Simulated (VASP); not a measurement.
Write the native input for VASP 6.6.1 that does the following.

```yaml
Task: relaxation of shape and atoms at fixed volume
Functional: r2SCAN
Potentials_or_basis: VASP PAW PBE potentials, release 64 (Cd, S)
Cutoff: 600 eV
k_mesh: 6 × 6 × 4
Occupations: gaussian, width 0.02 eV
Spin: no spin polarisation
Dipole_correction: no
Further_INCAR_settings: ALGO = Normal; EDIFF = 1e-07; IBRION = 2; EDIFFG = -0.01; NSW = 50; ISIF = 4
```

The system is CdS.

```xyz
4
Lattice="4.0353 0.0000 0.0000 -2.0177 3.4947 0.0000 0.0000 0.0000 6.5560" Properties=species:S:1:pos:R:3 pbc="T T T"
Cd    0.0000    2.3298   -0.0064
Cd    2.0177    1.1649    3.2716
S     0.0000    2.3298    2.4649
S     2.0177    1.1649    5.7429
```

The input as run:

POSCAR

```
CdS
1.0
    4.0353111970      0.0000000000      0.0000000000
   -2.0176555985      3.4946820088      0.0000000000
    0.0000000000      0.0000000000      6.5559832870
Cd S
2 2
Direct
    0.3333333333      0.6666666667     -0.0009748770
    0.6666666667      0.3333333333      0.4990251230
    0.3333333333      0.6666666667      0.3759748770
    0.6666666667      0.3333333333      0.8759748770
```

INCAR.step1

```
PREC = Accurate ; ENCUT = 600
ISMEAR = 0 ; SIGMA = 0.02
LREAL = False ; LASPH = True
NELM = 100 ; GGA = PE
ALGO = Normal ; EDIFF = 1E-4
LWAVE = True ; LCHARG = False
```

INCAR.step2

```
PREC = Accurate ; ENCUT = 600
EDIFF = 1E-7 ; ISMEAR = 0
SIGMA = 0.02 ; LREAL = False
LASPH = True ; NELM = 100
ALGO = Normal ; ISIF = 4
LWAVE = False ; LCHARG = False
METAGGA = R2SCAN ; LMIXTAU = True
IBRION = 2 ; NSW = 50
EDIFFG = -0.01 ; ISTART = 1
```

KPOINTS

```
Automatic mesh
0
Gamma
  6 6 4
```

Potentials or basis: VASP PAW PBE potentials, release 64 (Cd, S).

The run is started by

```console
$ cat potpaw_PBE.64/Cd/POTCAR potpaw_PBE.64/S/POTCAR > POTCAR
$ cp INCAR.step1 INCAR
$ mpirun -np 1 vasp_std > vasp.out
$ cp INCAR.step2 INCAR
$ mpirun -np 1 vasp_std > vasp.out
```

It gave:

```yaml
Pressure_after_relaxing: 7.5 GPa
Largest_force_after_relaxing: 0.008 eV/Å
Band_gap_on_the_k_mesh: 1.86 eV
```

Caveat: the relaxation stopped at its first step, so nothing moved; the PAW data sets were made with another functional, which shifts forces and pressure a little.

Wall time 2.9 min on 1 thread of Intel(R) Xeon(R) Platinum 8488C (Sapphire Rapids), on a shared host, peak memory 0.25 GiB.
